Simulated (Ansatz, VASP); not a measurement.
One calculation of Sr2ScI5, two programs

```
Sr Sc I
1.0
     5.46011    0.00000    0.00000
     0.00000    5.46011    0.00000
     0.00000    0.00000    9.67249
Sr Sc I
2 1 5
Direct
  0.00000 0.00000 0.00000
  0.50000 0.50000 0.50000
  0.00000 0.00000 0.50000
  0.00000 0.50000 0.30802
  0.50000 0.00000 0.69198
  0.50000 0.00000 0.30802
  0.00000 0.50000 0.69198
  0.50000 0.50000 0.00000
```

Change from the starting cell: species swapped into the Al5CuW2 type (P4/mmm, No. 123).

Alike in both runs: functional PBE; k mesh 4 × 4 × 2; occupations gaussian, width 0.1 eV; no spin polarisation.

Ansatz relaxed the structure, and its values are those at the end. VASP's run is a single point on that final structure, the one shown.

|  | VASP | Ansatz |
| --- | --- | --- |
| version | VASP 6.6.1 | Ansatz 0.2.0 |
| potentials or method | VASP PAW PBE potentials, release 64 (Sr_sv, Sc_sv, I), cutoff 520 eV | scalar-relativistic, plane waves, PAW |
| valence electrons in the cell | 66 | 116 |

```csv
,VASP,Ansatz,Ansatz less VASP
gap on the k mesh at the Fermi level (eV),none,none,-
pressure (GPa),0.0,0.0,-0.05
rms of the force components (eV/Å),0.004,0.001,-0.0035
```

A gap of «none» marks a metal or a gap that the smearing closes. VASP's potentials hold 66 valence electrons a cell and Ansatz's 116, so a difference there can come from the potentials and not from the codes.

Spin-orbit coupling is off throughout.
